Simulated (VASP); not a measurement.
# Li2Se (Fm-3m) in VASP: a series of runs, part 2 of 2

VASP 6.6.1. The steps go on from the part before.

## (4) Vibrations by perturbation theory, PBEsol

This run uses another cell than the first one, of 18.65 Å³/atom.

Input file INCAR:

```
SYSTEM = Li2Se
ALGO = Normal
EDIFF = 1E-8
ENCUT = 750
GGA = PS
GGA_COMPAT = .FALSE.
IBRION = 8
ISIF = 2
ISMEAR = 0
LASPH = .TRUE.
LCHARG = .TRUE.
LREAL = .FALSE.
LWAVE = .FALSE.
NBANDS = 13
NELM = 120
NSW = 1
PREC = Accurate
SIGMA = 0.01
```

Input file KPOINTS:

```
k-points
0
G
  8 8 8
  0 0 0
```

Input file POSCAR:

```
Li2Se
1.0
    3.0356299367      3.0356299367      0.0000000000
   -3.0356299367      3.0356299367      0.0000000000
    0.0000000000      3.0356299367      3.0356299367
Li Se
2 1
Direct
    0.2500000000      0.7500000000      0.5000000000
    0.7500000000      0.2500000000      0.5000000000
    0.0000000000      0.0000000000      0.0000000000
```

Potentials or basis: VASP PAW PBE potentials, release 64 (Li_sv, Se).

Command:

```sh
$ cat potpaw_PBE.64/Li_sv/POTCAR potpaw_PBE.64/Se/POTCAR > POTCAR
$ mpirun -np 1 vasp_std > vasp.out
```

OUTCAR:

```text
SYSTEM = Li2Se
   EDIFF = 1E-8
   ENCUT = 750
   GGA = PS
   IBRION = 8
   ISIF = 2
   ISMEAR = 0
   LASPH = .TRUE.
   LREAL = .FALSE.
   NELM = 120
   NSW = 1
   PREC = Accurate

 ion  position               nearest neighbor table
   1  0.250  0.750  0.500-   3 2.63   3 2.63   3 2.63   3 2.63
   2  0.750  0.250  0.500-   3 2.63   3 2.63   3 2.63   3 2.63
   3  0.000  0.000  0.000-   2 2.63   1 2.63   1 2.63   2 2.63   1 2.63   2 2.63   2 2.63   1 2.63

  LATTYP: Found a face centered cubic cell.
 ALAT       =     6.0712598734

  Lattice vectors:

 A1 = (   0.0000000000,   3.0356299367,   3.0356299367)
 A2 = (   3.0356299367,   0.0000000000,   3.0356299367)
 A3 = (   3.0356299367,   3.0356299367,   0.0000000000)

Analysis of symmetry for initial positions (statically):
=====================================================================
 Subroutine PRICEL returns:
 Original cell was already a primitive cell.

 Routine SETGRP: Setting up the symmetry group for a
 face centered cubic supercell.

 Subroutine GETGRP returns: Found 48 space group operations
 (whereof 48 operations were pure point group operations)
 out of a pool of 48 trial point group operations.

The static configuration has the point symmetry O_h .

Analysis of symmetry for dynamics (positions and initial velocities):
=====================================================================
 Subroutine PRICEL returns:
 Original cell was already a primitive cell.

 Routine SETGRP: Setting up the symmetry group for a
[... 578 lines left out ...]

  FREE ENERGIE OF THE ION-ELECTRON SYSTEM (eV)
  ---------------------------------------------------
  free  energy   TOTEN  =       -11.5394963355 eV

  energy  without entropy=      -11.5394963355  energy(sigma->0) =      -11.53949634

[... ionic steps 2 to 9 ...]

--------------------------------------- Ionic step       10  -------------------------------------------

 Free energy of the ion-electron system (eV)
  ---------------------------------------------------
  ---------------------------------------------------
  free energy    TOTEN  =        -0.08705783 eV

  energy without entropy =       -0.08705783

------------------------ aborting loop because EDIFF is reached ----------------------------------------

 INTERNAL STRAIN TENSOR  FOR ION    3  DIRECTION 1   (eV/Angst):
 -----------------------------------------------------------------------------
     0.00624 -0.00000  0.00000
    -0.00000 -0.00869  0.00000
    -0.00000  0.00000 -0.00869

 INTERNAL STRAIN TENSOR FOR ION    3 for displacements in x,y,z  (eV/Angst):
          X           Y           Z          XY          YZ          ZX
  --------------------------------------------------------------------------------
  x     0.00000     0.00000     0.00000     0.00000     0.00000     0.00000
  y     0.00000     0.00000     0.00000     0.00000     0.00000     0.00000
  z     0.00000     0.00000     0.00000     0.00000     0.00000     0.00000

 SECOND DERIVATIVES (NOT SYMMETRIZED)
 ------------------------------------
               1X          1Y          1Z          2X          2Y          2Z          3X          3Y          3Z
  1X    -2.093721    0.000000    0.000000    0.691271    0.000000    0.000000    1.402450    0.000000    0.000000
  1Y     0.000000   -2.093721    0.000000    0.000000    0.691271    0.000000    0.000000    1.402450    0.000000
  1Z     0.000000    0.000000   -2.093721    0.000000    0.000000    0.691271    0.000000    0.000000    1.402450
  2X     0.691271    0.000000    0.000000   -2.093721    0.000000    0.000000    1.402450    0.000000    0.000000
  2Y     0.000000    0.691271    0.000000    0.000000   -2.093721    0.000000    0.000000    1.402450    0.000000
  2Z     0.000000    0.000000    0.691271    0.000000    0.000000   -2.093721    0.000000    0.000000    1.402450
  3X     1.426920   -0.000000    0.000000    1.426920   -0.000000    0.000000   -2.853840   -0.000000    0.000000
  3Y     0.000000    1.426920   -0.000000    0.000000    1.426920   -0.000000    0.000000   -2.853840   -0.000000
  3Z     0.000000   -0.000000    1.426920    0.000000   -0.000000    1.426920   -0.000000   -0.000000   -2.853840

 Eigenvectors and eigenvalues of the dynamical matrix
 ----------------------------------------------------

   1 f  =    9.853798 THz    61.913240 2PiTHz  328.687328 cm-1    40.752017 meV
             X         Y         Z           dx          dy          dz
     -1.517815  4.553445  1.517815     0.182883    0.461071    0.503951
      1.517815  4.553445  1.517815    -0.182883   -0.461071   -0.503951
      0.000000  0.000000  0.000000    -0.000000   -0.000000    0.000000
[... 43 lines left out ...]
   9 f/i=    0.023657 THz     0.148643 2PiTHz    0.789122 cm-1     0.097839 meV
             X         Y         Z           dx          dy          dz
     -1.517815  4.553445  1.517815     0.013354   -0.212134    0.177006
      1.517815  4.553445  1.517815     0.013354   -0.212134    0.177006
      0.000000  0.000000  0.000000     0.044433   -0.705809    0.588931

--------------------------------------------------------------------------------------------------------

 ELASTIC MODULI CONTR FROM IONIC RELAXATION (kBar)
 Direction    XX          YY          ZZ          XY          YZ          ZX
 --------------------------------------------------------------------------------
 XX          -0.0000      0.0000      0.0000      0.0000     -0.0000      0.0000
 YY           0.0000     -0.0000      0.0000      0.0000      0.0000     -0.0000
 ZZ           0.0000      0.0000     -0.0000     -0.0000      0.0000      0.0000
 XY           0.0000      0.0000     -0.0000    -18.8013      0.0000     -0.0000
 YZ          -0.0000      0.0000      0.0000      0.0000    -18.8013      0.0000
 ZX           0.0000     -0.0000      0.0000     -0.0000      0.0000    -18.8013
 --------------------------------------------------------------------------------
```

OSZICAR:

```text
N       E                     dE             d eps       ncg     rms          rms(c)
DAV:   1     0.541299880250E+02    0.54130E+02   -0.64103E+03   754   0.115E+03
DAV:   2    -0.376840066071E+01   -0.57898E+02   -0.55463E+02   879   0.229E+02
DAV:   3    -0.116075368745E+02   -0.78391E+01   -0.77967E+01  1428   0.501E+01
DAV:   4    -0.117479505530E+02   -0.14041E+00   -0.14034E+00   930   0.989E+00
DAV:   5    -0.117523035084E+02   -0.43530E-02   -0.43527E-02  1204   0.131E+00    0.275E+00
[... 45 lines left out ...]
RMM:  11    -0.870578567535E-01   -0.18085E-07    0.36020E-07  3941   0.185E-04    0.234E-06
RMM:  12    -0.870578762787E-01   -0.19525E-07    0.69548E-07  3975   0.116E-04    0.219E-06
RMM:  13    -0.870578657703E-01    0.10508E-07    0.32619E-07  3854   0.859E-05    0.296E-06
RMM:  14    -0.870578414855E-01    0.24285E-07   -0.83222E-08  3754   0.737E-05    0.165E-06
RMM:  15    -0.870578325868E-01    0.88987E-08    0.28897E-08  3546   0.653E-05    0.285E-07
 Linear response finished
```

stdout:

```text
POSCAR found type information on POSCAR LiSe
 POSCAR found :  2 types and       3 ions
 scaLAPACK will be used
 -----------------------------------------------------------------------------
|                                                                             |
|                                                                             |
|     You enforced a specific xc type in the INCAR file but a different       |
|     I HOPE YOU KNOW WHAT YOU ARE DOING!                                     |
|                                                                             |
 -----------------------------------------------------------------------------

 LDA part: xc-table for (Slater+PW92), standard interpolation
 POSCAR, INCAR and KPOINTS ok, starting setup
 FFT: planning ... GRIDC
 FFT: planning ... GRID_SOFT
 FFT: planning ... GRID
 WAVECAR not read
 entering main loop
 Linear response reoptimize wavefunctions to high precision
 Linear response DOF=           2
 Linear response progress:
 first order change of Fermi-energy  -0.49151E-04
 force on displaced ion       1 direction 1 :  -2.094   0.000  -0.000
 Linear response progress:
 first order change of Fermi-energy  -0.58294E-01
 force on displaced ion       3 direction 1 :  -2.854   0.000   0.000
 Linear response finished
```

It took 4.4 min on 1 thread of AMD EPYC 9R45 (Zen 5), shared host; peak memory 0.44 GiB.

Results:

```
Highest phonon frequency at Γ, LO-TO splitting left out : 329 cm⁻¹
```

Phonon frequencies in cm⁻¹ (negative: imaginary):
```tsv
q point	frequencies
(0.000, 0.000, 0.000)	-1 -1 -1 253 253 253 329 329 329
```

Caveat: the cell stands under pressure or tension, which shifts response properties; the PAW data sets were made with another functional, which shifts forces and pressure a little.
